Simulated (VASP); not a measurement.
# Be3Se2S (an interface model): single point with PBEsol

The system is Be3Se2S (an interface model).

```
Be S Se
1.0
     2.56441   -2.56441    0.00000
     0.00000    2.56441   -2.56441
     4.95917    4.95917    4.95917
Be S Se
3 1 2
Direct
  0.00190 0.00477 0.00335
  0.34475 0.67515 0.31022
  0.66874 0.33328 0.65406
  0.99047 0.99867 0.23094
  0.33904 0.66756 0.57204
  0.65811 0.32784 0.91433
```

```json
{
 "Program": "VASP 6.6.1",
 "Task": "single point",
 "Functional": "PBEsol",
 "Potentials or basis": "VASP PAW PBE potentials, release 64 (Be, S, Se)",
 "Cutoff": "520 eV",
 "k mesh": "4 × 4 × 2",
 "Occupations": "fermi-dirac, width 0.05 eV",
 "Spin": "no spin polarisation"
}
```

- Pressure: -0.7 GPa
- Largest force: 1.621 eV/Å
- Band gap on the k mesh: 2.32 eV, indirect (least direct gap 3.63 eV)

Forces in eV/Å, atoms in the order of the input:
```
Be  -0.891 -0.672 -0.516
Be  -0.299  0.123  0.125
Be   0.214  0.123  0.161
S    1.213  0.745  0.776
Se  -0.319 -0.166 -0.227
Se   0.082 -0.153 -0.318
```

Stress tensor (GPa, compression positive):
```
-0.74  1.63  1.83
 1.63 -0.65  2.11
 1.83  2.11 -0.65
```

Levels at points of the mesh, in eV from the valence-band top:
| k point | band 10 | band 11 | band 12 | band 13 | band 14 | band 15 |
| --- | --- | --- | --- | --- | --- | --- |
| (0.00, 0.00, 0.00) | -0.26 | -0.13 | 0.00 | 3.63 | 4.29 | 4.51 |
| (0.50, 0.00, 0.00) | -2.16 | -2.01 | -1.43 | 2.35 | 4.06 | 4.35 |
| (0.00, 0.50, 0.00) | -2.19 | -2.03 | -1.52 | 2.32 | 4.01 | 4.32 |
| (0.50, 0.50, 0.00) | -2.20 | -2.02 | -1.48 | 2.32 | 4.00 | 4.32 |
| (0.00, 0.00, 0.50) | -0.74 | -0.36 | -0.16 | 3.70 | 4.31 | 4.58 |
| (0.50, 0.00, 0.50) | -2.42 | -1.21 | -1.09 | 3.09 | 3.39 | 4.31 |
| (0.00, 0.50, 0.50) | -2.43 | -1.27 | -1.14 | 2.98 | 3.39 | 4.32 |
| (0.50, 0.50, 0.50) | -2.41 | -1.28 | -1.10 | 2.98 | 3.41 | 4.33 |

Wall time 36 s on 1 thread of Intel(R) Xeon(R) Platinum 8375C CPU @ 2.90GHz (Ice Lake), on a shared host, peak memory 0.22 GiB.

Caveat: the k points lie up to 0.50 Å⁻¹ apart; the PAW data sets were made with another functional, which shifts forces and pressure a little.
